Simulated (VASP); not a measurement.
NiO, 4 atoms in the cell. The typed cell holds 4 atoms: a = 3.007 Å, b = 3.007 Å, c = 6.009 Å, α = 59.98°, β = 59.98°, γ = 60.00°. 

- Program: VASP 6.6.1
- Task: single point
- Functional: PBE
- Potentials or basis: VASP PAW PBE potentials, release 64 (Ni, O)
- Cutoff: 520 eV
- k mesh: 10 × 10 × 5
- Occupations: gaussian, width 0.05 eV
- Spin: collinear spin, antiferromagnetic start
- Starting moments: [1.85, -1.85, 0.0, 0.0] μB
- Hubbard terms: Ni d U = 2.0 eV
- Dipole correction: no
- k mesh for the DOS: 15 × 15 × 8
- Occupations for the DOS: tetrahedron
- Further INCAR settings: ALGO = Normal; EDIFF = 1e-06

Potentials or basis: VASP PAW PBE potentials, release 64 (Ni, O).

The run is started by

```sh
$ cat potpaw_PBE.64/Ni/POTCAR potpaw_PBE.64/O/POTCAR > POTCAR
$ cp INCAR.step1 INCAR
$ cp KPOINTS.step1 KPOINTS
$ mpirun -np 1 vasp_std > vasp.out
$ cp INCAR.step2 INCAR
$ cp KPOINTS.step2 KPOINTS
$ mpirun -np 1 vasp_std > vasp.out
```

Hardware: 1 thread of Intel(R) Xeon(R) Platinum 8488C (Sapphire Rapids), with other jobs on the host.

Problem. Estimate the wall time of this run.

Solution. Wall time 7.3 min on 1 thread of Intel(R) Xeon(R) Platinum 8488C (Sapphire Rapids), with other jobs on the host, peak memory 0.61 GiB. Counts: k points 488.
